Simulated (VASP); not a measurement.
# AlRu in VASP: further runs

AlRu is run at these levels: PBEsol; tasks: single point.

All numbers are computed with VASP 6.6.1; they aren't measurements. Logs are shortened: lines on timing, memory, paths and dates and some standing lists are left out, and cuts for length are marked.

## Step 1: The cell of the first run

The structure is cubic, space group Pm-3m (No. 221). The conventional cell has a = 2.887 Å, b = 2.887 Å, c = 2.887 Å, α = 90.00°, β = 90.00°, γ = 90.00°. Within 3.3 Å of Al (site symmetry m-3m) lie 8 Ru at 2.50 Å and 6 Al at 2.89 Å. Ru (site symmetry m-3m) has 8 Al at 2.50 Å and 6 Ru at 2.89 Å within 3.3 Å.

## Step 2: Single point, PBEsol (strain -0.030 along x and y, -0.030 along z)

The input, INCAR:

```
PREC     = Accurate       # precision mode
ENCUT    = 520            # plane-wave cutoff, eV
EDIFF    = 1E-6           # SCF threshold, eV
ISMEAR   = 0              # smearing method
SIGMA    = 0.15           # smearing width, eV
LREAL    = F              # projectors in reciprocal space
LASPH    = T              # aspherical terms in the spheres
NELM     = 100            # most SCF steps
ALGO     = Normal         # electronic algorithm
ISIF     = 2              # what is computed and relaxed
LWAVE    = F              # write WAVECAR
LCHARG   = F              # write CHGCAR
GGA      = PS             # functional
NBANDS   = 16             # bands
```

The input, KPOINTS:

```
regular mesh
0
Gamma
  20 20 20
```

The input, POSCAR:

```
AlRu
1.0
    2.8871155871      0.0000000000      0.0000000000
    0.0000000000      2.8871155871      0.0000000000
    0.0000000000      0.0000000000      2.8871155871
Al Ru
1 1
Direct
    0.0000000000      0.0000000000      0.0000000000
    0.5000000000      0.5000000000      0.5000000000
```

Potentials or basis: VASP PAW PBE potentials, release 64 (Al, Ru_pv).

Started as:

```sh
> cat potpaw_PBE.64/Al/POTCAR potpaw_PBE.64/Ru_pv/POTCAR > POTCAR
> mpirun -np 1 vasp_std > vasp.out
```

OUTCAR:

```text
PREC = Accurate
   ENCUT = 520
   EDIFF = 1E-6
   ISMEAR = 0
   LREAL = F
   LASPH = T
   NELM = 100
   ISIF = 2
   GGA = PS

 ion  position               nearest neighbor table
   1  0.000  0.000  0.000-   2 2.50   2 2.50   2 2.50   2 2.50   2 2.50   2 2.50   2 2.50   2 2.50

   2  0.500  0.500  0.500-   1 2.50   1 2.50   1 2.50   1 2.50   1 2.50   1 2.50   1 2.50   1 2.50

  LATTYP: Found a simple cubic cell.
 ALAT       =     2.8871155871

  Lattice vectors:

 A1 = (   2.8871155871,   0.0000000000,   0.0000000000)
 A2 = (   0.0000000000,   2.8871155871,   0.0000000000)
 A3 = (   0.0000000000,   0.0000000000,   2.8871155871)

Analysis of symmetry for initial positions (statically):
=====================================================================
 Subroutine PRICEL returns:
 Original cell was already a primitive cell.

 Routine SETGRP: Setting up the symmetry group for a
 simple cubic supercell.

 Subroutine GETGRP returns: Found 48 space group operations
 (whereof 48 operations were pure point group operations)
 out of a pool of 48 trial point group operations.

The static configuration has the point symmetry O_h .

Analysis of symmetry for dynamics (positions and initial velocities):
=====================================================================
 Subroutine PRICEL returns:
 Original cell was already a primitive cell.

 Routine SETGRP: Setting up the symmetry group for a
 simple cubic supercell.

 Subroutine GETGRP returns: Found 48 space group operations
 (whereof 48 operations were pure point group operations)
 out of a pool of 48 trial point group operations.

The dynamic configuration has the point symmetry O_h .

 Subroutine INISYM returns: Found 48 space group operations
 (whereof 48 operations are pure point group operations),
 and found     1 'primitive' translations

----------------------------------------------------------------------------------------

                                     Primitive cell

  volume of cell :      24.0654

  direct lattice vectors                    reciprocal lattice vectors
     2.887115587  0.000000000  0.000000000     0.346366458  0.000000000  0.000000000
     0.000000000  2.887115587  0.000000000     0.000000000  0.346366458  0.000000000
     0.000000000  0.000000000  2.887115587     0.000000000  0.000000000  0.346366458

  length of vectors
     2.887115587  2.887115587  2.887115587     0.346366458  0.346366458  0.346366458

  position of ions in fractional coordinates (direct lattice)
     0.000000000  0.000000000  0.000000000
     0.500000000  0.500000000  0.500000000

  ion indices of the primitive-cell ions
   primitive index   ion index
                 1           1
                 2           2

----------------------------------------------------------------------------------------

 KPOINTS: regular mesh

Automatic generation of k-mesh.
 Grid dimensions read from file:
 generate k-points for:   20   20   20

 Generating k-lattice:

  Cartesian coordinates                     Fractional coordinates (reciprocal lattice)
     0.017318323  0.000000000  0.000000000     0.050000000  0.000000000  0.000000000
     0.000000000  0.017318323  0.000000000     0.000000000  0.050000000  0.000000000
     0.000000000  0.000000000  0.017318323     0.000000000  0.000000000  0.050000000

  Length of vectors
     0.017318323  0.017318323  0.017318323

  Shift w.r.t. Gamma in fractional coordinates (k-lattice)
     0.000000000  0.000000000  0.000000000

 Subroutine IBZKPT returns following result:
 ===========================================

 Found    286 irreducible k-points:

 Following reciprocal coordinates:
            Coordinates               Weight
  0.000000  0.000000  0.000000      1.000000
  0.050000  0.000000  0.000000      6.000000
  0.100000  0.000000  0.000000      6.000000
  0.150000  0.000000  0.000000      6.000000
  0.200000  0.000000  0.000000      6.000000
  0.250000  0.000000  0.000000      6.000000
[... 16 lines left out ...]
  0.150000  0.100000  0.000000     24.000000
  0.200000  0.100000  0.000000     24.000000
 [... further k-points ...]
   k-points           NKPTS =    286   k-points in BZ     NKDIM =    286   number of bands    NBANDS=     16
   number of dos      NEDOS =    301   number of ions     NIONS =      2
   total plane-waves  NPLWV =  13824
   dimension x,y,z NGX =    24 NGY =   24 NGZ =   24
   dimension x,y,z NGXF=    48 NGYF=   48 NGZF=   48
   ions per type =               1   1
   NGX,Y,Z   is equivalent  to a cutoff of  13.82, 13.82, 13.82 a.u.
   NGXF,Y,Z  is equivalent  to a cutoff of  27.64, 27.64, 27.64 a.u.
 SYSTEM =  unknown system
   PREC   = accura    normal or accurate (medium, high low for compatibility)
   ISTART =      0    job   : 0-new  1-cont  2-samecut
   ICHARG =      2    charge: 1-file 2-atom 10-const
   ISPIN  =      1    spin polarized calculation?
   LNONCOLLINEAR =      F non collinear calculations
   LSORBIT =      F    spin-orbit coupling
   LASPH  =      T    aspherical Exc in radial PAW
   ENCUT  =  520.0 eV  38.22 Ry    6.18 a.u.   5.37  5.37  5.37*2*pi/ulx,y,z
   NELM   =    100;   NELMIN=  2; NELMDL= -5     # of ELM steps
   EDIFF  = 0.1E-05   stopping-criterion for ELM
   LREAL  =      F    real-space projection
   EDIFFG = 0.1E-04   stopping-criterion for IOM
   NSW    =      0    number of steps for IOM
   IBRION =     -1    ionic relax: 0-MD 1-quasi-New 2-CG
   NFREE  =      0    steps in history (QN), initial steepest desc. (CG)
   ISIF   =      2    stress and relaxation
   ISYM   =      2    0-nonsym 1-usesym 2-fastsym
   POTIM  = 0.5000    time-step for ionic-motion
   TEBEG  =    0.0;   TEEND  =   0.0 temperature during run
   PSTRESS=    0.0 pullay stress
   NELECT =      17.0000    total number of electrons
   NUPDOWN=      -1.0000    fix difference up-down
   EMIN   =  10.00;   EMAX   =-10.00  energy-range for DOS
   EFERMI =   0.00;   METHOD = LEGACY
   ISMEAR =     0;   SIGMA  =   0.15  broadening in eV -4-tet -1-fermi 0-gaus
   EFERMI_NEDOS =   21; number of points for ismear=-14 and -15
   IALGO  =     38    algorithm
   IMIX   =      4    mixing-type and parameters
     AMIX     =   0.40;   BMIX     =  1.00
     AMIX_MAG =   1.60;   BMIX_MAG =  1.00
  volume/ion in A,a.u.               =      12.03        81.20
  Fermi-wavevector in a.u.,A,eV,Ry     =   1.458009  2.755238 28.923145  2.125791
  Thomas-Fermi vector in A             =   2.574744
   LORBIT       =      0    0 simple, 1 ext, 2 COOP (PROOUT), +10 PAW based schemes
   GGA     = PS    functional components
   LHFCALC =     F    Hartree Fock is set to
   AEXX    =    0.0000 exact exchange contribution
   IVDW    =     0    specifies the selected vdW correction
   LEPSILON=     F    determine dielectric tensor
   LRPA    =     F    only Hartree local field effects (RPA)
 non-spin polarized calculation
 Gauss-broadening in eV      SIGMA  =   0.15
  energy-cutoff  :      520.00
  volume of cell :       24.07
 maximum number of plane-waves:       672
 NGX is ok and might be reduce to    24
   NGX = 11   NGY = 11   NGZ = 11

 number of electron      17.0000002 magnetization

 Free energy of the ion-electron system (eV)
  ---------------------------------------------------
  ext. energy  EPLUGINS =         0.00000000
  ---------------------------------------------------
  free energy    TOTEN  =       -15.36313093 eV

  energy without entropy =      -15.34723365  energy(sigma->0) =      -15.35518229

 E-fermi :  12.1719     XC(G=0): -13.2468

 val. band max:       12.1681788126   @ k =   0.4000   0.2500   0.2500
 cond. band min:      12.1784351523   @ k =   0.4500   0.3000   0.1500
 fundamental gap:      0.0102563398
 Fermi energy:        12.1719096967

 k-point     1 :       0.0000    0.0000    0.0000
  band No.  band energies     occupation
      1     -29.5709      2.00000
      2     -29.5709      2.00000
      3     -29.5709      2.00000
      4       1.8551      2.00000
      5       7.9582      2.00000
      6       7.9582      2.00000
[... 8 lines left out ...]
     15      24.1690      0.00000
     16      29.3802      0.00000

 k-point     2 :       0.0500    0.0000    0.0000
  band No.  band energies     occupation
      1     -29.5787      2.00000
      2     -29.5702      2.00000
      3     -29.5702      2.00000
      4       1.9082      2.00000
      5       7.9778      2.00000
      6       7.9821      2.00000
[... 8 lines left out ...]
     15      24.1692      0.00000
     16      29.5282      0.00000

 k-point     3 :       0.1000    0.0000    0.0000
  band No.  band energies     occupation
      1     -29.6014      2.00000
      2     -29.5683      2.00000
      3     -29.5683      2.00000
      4       2.0662      2.00000
      5       8.0353      2.00000
      6       8.0471      2.00000
[... 8 lines left out ...]
     15      24.5368      0.00000
     16      29.9817      0.00000

 k-point     4 :       0.1500    0.0000    0.0000
  band No.  band energies     occupation
      1     -29.6366      2.00000
      2     -29.5653      2.00000
      3     -29.5653      2.00000
      4       2.3246      2.00000
      5       8.1273      2.00000
      6       8.1325      2.00000
[... 8 lines left out ...]
     15      25.0923      0.00000
     16      30.7502      0.00000
[... 324 lines left out ...]
 k-point    22 :       0.1000    0.1000    0.0000
  band No.  band energies     occupation
      1     -29.6002      2.00000
      2     -29.5972      2.00000
      3     -29.5657      2.00000
      4       2.2741      2.00000
      5       8.1113      2.00000
      6       8.1426      2.00000
[... 8 lines left out ...]
     15      24.7971      0.00000
     16      30.4832      0.00000

 k-point    23 :       0.1500    0.1000    0.0000
  band No.  band energies     occupation
      1     -29.6339      2.00000
      2     -29.5954      2.00000
      3     -29.5627      2.00000
      4       2.5280      2.00000
      5       8.1910      2.00000
      6       8.2455      2.00000
[... 8 lines left out ...]
     15      25.3517      0.00000
     16      30.8434      0.00000

 k-point    24 :       0.2000    0.1000    0.0000
  band No.  band energies     occupation
      1     -29.6777      2.00000
      2     -29.5915      2.00000
      3     -29.5590      2.00000
      4       2.8730      2.00000
      5       8.2685      2.00000
      6       8.3604      2.00000
[... 8 lines left out ...]
     15      25.9627      0.00000
     16      30.0450      0.00000

 [... further k-points ...]

------------------------ aborting loop because EDIFF is reached ----------------------------------------

  FORCE on cell =-STRESS in cart. coord.  units (eV):
  Direction    XX          YY          ZZ          XY          YZ          ZX
  --------------------------------------------------------------------------------------
  -------------------------------------------------------------------------------------
  Total        3.6986891      3.6986891      3.6986891      0.0000000     -0.0000000      0.0000000
  in kB      246.2441350    246.2441350    246.2441350      0.0000000     -0.0000000      0.0000000
  external PRESSURE =     246.2441350 kB  Pullay stress =       0.0000000 kB

 VOLUME and BASIS-vectors are now :
 -----------------------------------------------------------------------------
  energy-cutoff  :      520.00
  volume of cell :       24.07
      direct lattice vectors                 reciprocal lattice vectors
     2.887115587  0.000000000  0.000000000     0.346366458  0.000000000  0.000000000
     0.000000000  2.887115587  0.000000000     0.000000000  0.346366458  0.000000000
     0.000000000  0.000000000  2.887115587     0.000000000  0.000000000  0.346366458

 POSITION                                       TOTAL-FORCE (eV/Angst)
 -----------------------------------------------------------------------------------
      0.00000      0.00000      0.00000         0.000000      0.000000      0.000000
      1.44356      1.44356      1.44356         0.000000      0.000000      0.000000
 -----------------------------------------------------------------------------------
    total drift:                                0.000000     -0.000000     -0.000000

  FREE ENERGIE OF THE ION-ELECTRON SYSTEM (eV)
  ---------------------------------------------------
  free  energy   TOTEN  =       -15.3631309261 eV

  energy  without entropy=      -15.3472336489  energy(sigma->0) =      -15.35518229
```

Wall time 54 s (1 thread of Intel Xeon 8259CL, shared host); peak memory 0.23 GiB.

Results:

| Quantity | Value |
| --- | --- |
| Free energy | -15.3631 eV |
| Pressure | 24.6 GPa |
| Band gap on the k mesh | zero (an odd number of electrons rules out a gap without spin polarisation) |

Caveat: the cell differs from its parent crystal (strain -0.030 along x and y, -0.030 along z); the cell stands under pressure; the PAW data sets were made with another functional, which shifts forces and pressure a little.

## Step 3: Single point, PBEsol (strain -0.015 along x and y, -0.015 along z)

The input, INCAR:

```
PREC = Accurate
ENCUT = 520
EDIFF = 1E-7
ISMEAR = 0
SIGMA = 0.15
LREAL = False
LASPH = True
NELM = 60
ALGO = Normal
ISIF = 2
LWAVE = False
LCHARG = False
GGA = PS
NBANDS = 16
```

The input, KPOINTS:

```
Automatic mesh
0
Gamma
  20 20 20
```

The input, POSCAR:

```
AlRu
1.0
    2.9317617045      0.0000000000      0.0000000000
    0.0000000000      2.9317617045      0.0000000000
    0.0000000000      0.0000000000      2.9317617045
Al Ru
1 1
Direct
    0.0000000000      0.0000000000      0.0000000000
    0.5000000000      0.5000000000      0.5000000000
```

Potentials or basis: VASP PAW PBE potentials, release 64 (Al, Ru_pv).

Started as:

```sh
> cat potpaw_PBE.64/Al/POTCAR potpaw_PBE.64/Ru_pv/POTCAR > POTCAR
> mpirun -np 1 vasp_std > vasp.out
```

Wall time 61 s (1 thread of Intel Xeon 8259CL, shared host); peak memory 0.23 GiB.

Results (log left out):

```yaml
Free_energy: -15.4882 eV
Pressure: 11.1 GPa
Band_gap_on_the_k_mesh: zero (an odd number of electrons rules out a gap without spin polarisation)
```

Levels at points of the mesh, in eV from the Fermi level:
```tsv
k point	band 6	band 7	band 8	band 9	band 10	band 11	band 12	band 13
(0.00, 0.00, 0.00)	-3.93	0.21	0.21	0.21	6.38	6.38	6.38	11.36
(0.50, 0.00, 0.00)	-3.06	-1.73	-1.73	0.49	2.52	7.41	11.32	11.32
(0.50, 0.50, 0.00)	-1.40	-1.40	-1.28	-1.28	1.69	5.69	6.92	11.09
(0.50, 0.50, 0.50)	-4.98	1.79	1.79	2.98	4.26	4.26	4.26	9.17
```

Caveat: the cell differs from its parent crystal (strain -0.015 along x and y, -0.015 along z); the cell stands under pressure; the PAW data sets were made with another functional, which shifts forces and pressure a little.

## Step 4: Single point, PBEsol (strain +0.015 along x and y, +0.015 along z)

INCAR: that of step 3 with these lines changed.

```diff
@@ -2,3 +2,3 @@
 ENCUT = 520
-EDIFF = 1E-7
+EDIFF = 1E-6
 ISMEAR = 0
```

KPOINTS is that of step 3.

The input, POSCAR:

```
AlRu
1.0
    3.0210539391      0.0000000000      0.0000000000
    0.0000000000      3.0210539391      0.0000000000
    0.0000000000      0.0000000000      3.0210539391
Al Ru
1 1
Direct
    0.0000000000      0.0000000000      0.0000000000
    0.5000000000      0.5000000000      0.5000000000
```

Started as:

```sh
> cat potpaw_PBE.64/Al/POTCAR potpaw_PBE.64/Ru_pv/POTCAR > POTCAR
> mpirun -np 1 vasp_std > vasp.out
```

Run time: 60 s. Hardware: 1 thread of Intel Xeon 8259CL, shared host; peak memory 0.24 GiB.

The run converged. Its results:

```yaml
Free_energy: -15.4938 eV
Pressure: -8.9 GPa
Band_gap_on_the_k_mesh: zero (an odd number of electrons rules out a gap without spin polarisation)
```

Levels at points of the mesh, in eV from the Fermi level:
```
           k point  band 5  band 6  band 7  band 8  band 9  band 10  band 11  band 12  band 13  band 14
(0.00, 0.00, 0.00)   -3.43   -3.43    0.18    0.18    0.18     5.93     5.93     5.93    10.82    10.82
(0.50, 0.00, 0.00)   -5.42   -2.67   -1.54   -1.54    0.42     2.18     7.47    10.85    10.85    12.00
(0.50, 0.50, 0.00)   -2.97   -1.34   -1.34   -1.11   -1.11     1.46     5.08     5.98    10.37    12.01
(0.50, 0.50, 0.50)   -4.47   -4.47    1.55    1.55    2.43     4.03     4.03     4.03     8.31     8.31
```

Caveat: the cell differs from its parent crystal (strain +0.015 along x and y, +0.015 along z); the cell stands under tension; the PAW data sets were made with another functional, which shifts forces and pressure a little.

[end of part 1 of 2]
